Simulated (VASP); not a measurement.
# AlCu3 (Fm-3m) in VASP: vibrations by perturbation theory with PBEsol

Aim: the vibrations by perturbation theory of AlCu3 with PBEsol.

Everything below comes from runs of VASP 6.6.1. Logs are shortened: lines on timing, memory, paths and dates and some standing lists are left out, and cuts for length are marked.

### 1 The cell of the first run

The structure is cubic, space group Fm-3m (No. 225). The conventional cell has a = 5.767 Å, b = 5.767 Å, c = 5.767 Å, α = 90.00°, β = 90.00°, γ = 90.00°. Within 3.3 Å of Al (site symmetry m-3m) lie 14 Cu at 2.50 to 2.88 Å. Within 3.3 Å of Cu (site symmetry m-3m) lie 8 Cu at 2.50 Å and 6 Al at 2.88 Å. Cu (site symmetry -43m) has 4 Al at 2.50 Å and 10 Cu at 2.50 to 2.88 Å within 3.3 Å.

### 2 Vibrations by perturbation theory, PBEsol

Input file INCAR:

```
ALGO     = Normal         # electronic algorithm
EDIFF    = 1E-8           # SCF threshold, eV
ENCUT    = 520            # plane-wave cutoff, eV
GGA      = PS             # functional
IBRION   = 8              # ionic algorithm
ISIF     = 2              # what is computed and relaxed
ISMEAR   = 0              # smearing method
LASPH    = True           # aspherical terms in the spheres
LCHARG   = True           # write CHGCAR
LREAL    = False          # projectors in reciprocal space
LWAVE    = False          # write WAVECAR
NELM     = 100            # most SCF steps
NSW      = 1              # ionic steps
PREC     = Accurate       # precision mode
SIGMA    = 0.15           # smearing width, eV
```

Input file KPOINTS:

```
k-points
0
Gamma
  12 12 12
```

Input file POSCAR:

```
AlCu3
1.0
    0.0000000000      2.8833694744      2.8833694744
    2.8833694744      0.0000000000      2.8833694744
    2.8833694744      2.8833694744      0.0000000000
Al Cu
1 3
Direct
    0.0000000000      0.0000000000      0.0000000000
    0.5000000000      0.5000000000      0.5000000000
    0.2500000000      0.2500000000      0.2500000000
    0.7500000000      0.7500000000      0.7500000000
```

Potentials or basis: VASP PAW PBE potentials, release 64 (Al, Cu).

On the command line:

```bash
cat potpaw_PBE.64/Al/POTCAR potpaw_PBE.64/Cu/POTCAR > POTCAR
mpirun -np 1 vasp_std > vasp.out
```

OUTCAR:

```text
EDIFF = 1E-8
   ENCUT = 520
   GGA = PS
   IBRION = 8
   ISIF = 2
   ISMEAR = 0
   LASPH = True
   LREAL = False
   NELM = 100
   NSW = 1
   PREC = Accurate

 ion  position               nearest neighbor table
   1  0.000  0.000  0.000-   4 2.50   4 2.50   4 2.50   3 2.50   3 2.50   3 2.50   4 2.50   3 2.50
                             2 2.88   2 2.88   2 2.88   2 2.88   2 2.88   2 2.88
   2  0.500  0.500  0.500-   3 2.50   3 2.50   3 2.50   4 2.50   4 2.50   4 2.50   4 2.50   3 2.50
                             1 2.88   1 2.88   1 2.88   1 2.88   1 2.88   1 2.88
   3  0.250  0.250  0.250-   1 2.50   1 2.50   1 2.50   2 2.50   2 2.50   2 2.50   2 2.50   1 2.50

   4  0.750  0.750  0.750-   2 2.50   2 2.50   2 2.50   1 2.50   1 2.50   1 2.50   2 2.50   1 2.50

  LATTYP: Found a face centered cubic cell.
 ALAT       =     5.7667389488

  Lattice vectors:

 A1 = (   0.0000000000,   2.8833694744,   2.8833694744)
 A2 = (   2.8833694744,   0.0000000000,   2.8833694744)
 A3 = (   2.8833694744,   2.8833694744,   0.0000000000)

Analysis of symmetry for initial positions (statically):
=====================================================================
 Subroutine PRICEL returns:
 Original cell was already a primitive cell.

 Routine SETGRP: Setting up the symmetry group for a
 face centered cubic supercell.

 Subroutine GETGRP returns: Found 48 space group operations
 (whereof 48 operations were pure point group operations)
 out of a pool of 48 trial point group operations.

The static configuration has the point symmetry O_h .

Analysis of symmetry for dynamics (positions and initial velocities):
=====================================================================
 Subroutine PRICEL returns:
 Original cell was already a primitive cell.

 Routine SETGRP: Setting up the symmetry group for a
 face centered cubic supercell.

 Subroutine GETGRP returns: Found 48 space group operations
 (whereof 48 operations were pure point group operations)
 out of a pool of 48 trial point group operations.

The dynamic configuration has the point symmetry O_h .

 Subroutine INISYM returns: Found 48 space group operations
 (whereof 48 operations are pure point group operations),
 and found     1 'primitive' translations

----------------------------------------------------------------------------------------

                                     Primitive cell

  volume of cell :      47.9436

  direct lattice vectors                    reciprocal lattice vectors
     0.000000000  2.883369474  2.883369474    -0.173408231  0.173408231  0.173408231
     2.883369474  0.000000000  2.883369474     0.173408231 -0.173408231  0.173408231
     2.883369474  2.883369474  0.000000000     0.173408231  0.173408231 -0.173408231

  length of vectors
     4.077700216  4.077700216  4.077700216     0.300351867  0.300351867  0.300351867

  position of ions in fractional coordinates (direct lattice)
     0.000000000  0.000000000  0.000000000
     0.500000000  0.500000000  0.500000000
     0.250000000  0.250000000  0.250000000
     0.750000000  0.750000000  0.750000000

  ion indices of the primitive-cell ions
   primitive index   ion index
                 1           1
                 2           2
                 3           3
                 4           4

[... 115 lines left out ...]
  ext. energy  EPLUGINS =         0.00000000
  ---------------------------------------------------
  free energy    TOTEN  =       -17.73456622 eV

  energy without entropy =      -17.72356105  energy(sigma->0) =      -17.72906363

 E-fermi :   8.5985     XC(G=0): -12.4982

 val. band max:        8.5844484202   @ k =  -0.1667   0.1667   0.0000
 cond. band min:       8.6622756613   @ k =  -0.2500   0.3333   0.0833
 fundamental gap:      0.0778272411
 Fermi energy:         8.5985383153

 k-point     1 :       0.0000    0.0000    0.0000
  band No.  band energies     occupation
      1      -2.0622      2.00000
      2       3.8539      2.00000
      3       3.8539      2.00000
      4       3.9407      2.00000
      5       3.9407      2.00000
      6       3.9407      2.00000
[... 589 lines left out ...]
     21      13.6686      0.00000
     22      14.3311      0.00000

 [... further k-points ...]

------------------------ aborting loop because EDIFF is reached ----------------------------------------

  FORCE on cell =-STRESS in cart. coord.  units (eV):
  Direction    XX          YY          ZZ          XY          YZ          ZX
  --------------------------------------------------------------------------------------
  -------------------------------------------------------------------------------------
  Total        0.1640257      0.1640257      0.1640257      0.0000000      0.0000000     -0.0000000
  in kB        5.4814009      5.4814009      5.4814009      0.0000000      0.0000000     -0.0000000
  external PRESSURE =       5.4814009 kB  Pullay stress =       0.0000000 kB

 VOLUME and BASIS-vectors are now :
 -----------------------------------------------------------------------------
  energy-cutoff  :      520.00
  volume of cell :       47.94
      direct lattice vectors                 reciprocal lattice vectors
     0.000000000  2.883369474  2.883369474    -0.173408231  0.173408231  0.173408231
     2.883369474  0.000000000  2.883369474     0.173408231 -0.173408231  0.173408231
     2.883369474  2.883369474  0.000000000     0.173408231  0.173408231 -0.173408231

 POSITION                                       TOTAL-FORCE (eV/Angst)
 -----------------------------------------------------------------------------------
      0.00000      0.00000      0.00000        -0.000000      0.000000     -0.000000
      2.88337      2.88337      2.88337        -0.000000      0.000000     -0.000000
      1.44168      1.44168      1.44168         0.000000      0.000000      0.000000
      4.32505      4.32505      4.32505        -0.000000     -0.000000     -0.000000
 -----------------------------------------------------------------------------------
    total drift:                                0.000000     -0.000000      0.000000

  FREE ENERGIE OF THE ION-ELECTRON SYSTEM (eV)
  ---------------------------------------------------
  free  energy   TOTEN  =       -17.7345662195 eV

  energy  without entropy=      -17.7235610491  energy(sigma->0) =      -17.72906363

[... ionic steps 2 to 9 ...]

--------------------------------------- Ionic step       10  -------------------------------------------

 Free energy of the ion-electron system (eV)
  ---------------------------------------------------
  ---------------------------------------------------
  free energy    TOTEN  =        -0.24271280 eV

  energy without entropy =       -0.24271280

------------------------ aborting loop because EDIFF is reached ----------------------------------------

 INTERNAL STRAIN TENSOR  FOR ION    3  DIRECTION 1   (eV/Angst):
 -----------------------------------------------------------------------------
    -0.00387  0.00000  0.00000
     0.00000  0.00414  0.02096
     0.00000  0.02096  0.00414

 INTERNAL STRAIN TENSOR FOR ION    4 for displacements in x,y,z  (eV/Angst):
          X           Y           Z          XY          YZ          ZX
  --------------------------------------------------------------------------------
  x     0.00000     0.00000     0.00000     0.00000    -0.02096     0.00000
  y     0.00000     0.00000     0.00000     0.00000     0.00000    -0.02096
  z     0.00000     0.00000     0.00000    -0.02096     0.00000     0.00000

 SECOND DERIVATIVES (NOT SYMMETRIZED)
 ------------------------------------
               1X          1Y          1Z          2X          2Y          2Z          3X          3Y          3Z          4X          4Y          4Z
  1X    -7.344053    0.000000    0.000000    0.624225    0.000000    0.000000    3.359914    0.000000    0.000000    3.359914    0.000000    0.000000
  1Y     0.000000   -7.344053    0.000000    0.000000    0.624225    0.000000    0.000000    3.359914    0.000000    0.000000    3.359914    0.000000
  1Z     0.000000    0.000000   -7.344053    0.000000    0.000000    0.624225    0.000000    0.000000    3.359914    0.000000    0.000000    3.359914
  2X     0.603464    0.000000    0.000000   -6.296018    0.000000    0.000000    2.846277    0.000000    0.000000    2.846277    0.000000    0.000000
  2Y     0.000000    0.603464    0.000000    0.000000   -6.296018    0.000000    0.000000    2.846277    0.000000    0.000000    2.846277    0.000000
  2Z     0.000000    0.000000    0.603464    0.000000    0.000000   -6.296018    0.000000    0.000000    2.846277    0.000000    0.000000    2.846277
  3X     3.341861    0.000000    0.000000    2.845148    0.000000    0.000000   -6.198731    0.000000    0.000000    0.011723   -0.000000    0.000000
  3Y     0.000000    3.341861    0.000000    0.000000    2.845148    0.000000    0.000000   -6.198731    0.000000   -0.000000    0.011723   -0.000000
  3Z     0.000000    0.000000    3.341861    0.000000    0.000000    2.845148    0.000000    0.000000   -6.198731    0.000000   -0.000000    0.011723
  4X     3.341861    0.000000    0.000000    2.845148    0.000000    0.000000    0.011723   -0.000000    0.000000   -6.198731    0.000000    0.000000
  4Y     0.000000    3.341861    0.000000    0.000000    2.845148    0.000000   -0.000000    0.011723   -0.000000    0.000000   -6.198731    0.000000
  4Z     0.000000    0.000000    3.341861    0.000000    0.000000    2.845148    0.000000   -0.000000    0.011723    0.000000    0.000000   -6.198731

 Eigenvectors and eigenvalues of the dynamical matrix
 ----------------------------------------------------

   1 f  =    8.977900 THz    56.409809 2PiTHz  299.470505 cm-1    37.129594 meV
             X         Y         Z           dx          dy          dz
      0.000000  0.000000  0.000000    -0.650578   -0.603805    0.000000
      2.883369  2.883369  2.883369    -0.049855   -0.046271   -0.000000
      1.441685  1.441685  1.441685     0.236113    0.219138   -0.000000
      4.325054  4.325054  4.325054     0.236113    0.219138   -0.000000
[... 71 lines left out ...]
  12 f/i=    0.011497 THz     0.072237 2PiTHz    0.383493 cm-1     0.047547 meV
             X         Y         Z           dx          dy          dz
      0.000000  0.000000  0.000000     0.158994   -0.084126    0.301209
      2.883369  2.883369  2.883369     0.245198   -0.129738    0.464519
      1.441685  1.441685  1.441685     0.244930   -0.129596    0.464011
      4.325054  4.325054  4.325054     0.244930   -0.129596    0.464011

--------------------------------------------------------------------------------------------------------

 ELASTIC MODULI CONTR FROM IONIC RELAXATION (kBar)
 Direction    XX          YY          ZZ          XY          YZ          ZX
 --------------------------------------------------------------------------------
 XX           0.0000      0.0000      0.0000      0.0000      0.0000      0.0000
 YY           0.0000      0.0000      0.0000      0.0000      0.0000      0.0000
 ZZ           0.0000      0.0000      0.0000      0.0000      0.0000      0.0000
 XY           0.0000      0.0000      0.0000     -0.0047     -0.0000     -0.0000
 YZ           0.0000      0.0000      0.0000     -0.0000     -0.0047      0.0000
 ZX           0.0000      0.0000      0.0000     -0.0000      0.0000     -0.0047
 --------------------------------------------------------------------------------
```

It took 9.8 min on 1 thread of Intel Xeon 6975P-C (Granite Rapids), shared host; peak memory 0.65 GiB.

Results:

| Property | Result |
| --- | --- |
| Highest phonon frequency at Γ | 299 cm⁻¹ |

Phonon frequencies in cm⁻¹ (negative: imaginary):
| q point | frequencies |
| --- | --- |
| (0.000, 0.000, 0.000) | 0 0 0 163 163 163 194 194 194 299 299 299 |

Caveat: the PAW data sets were made with another functional, which shifts forces and pressure a little.
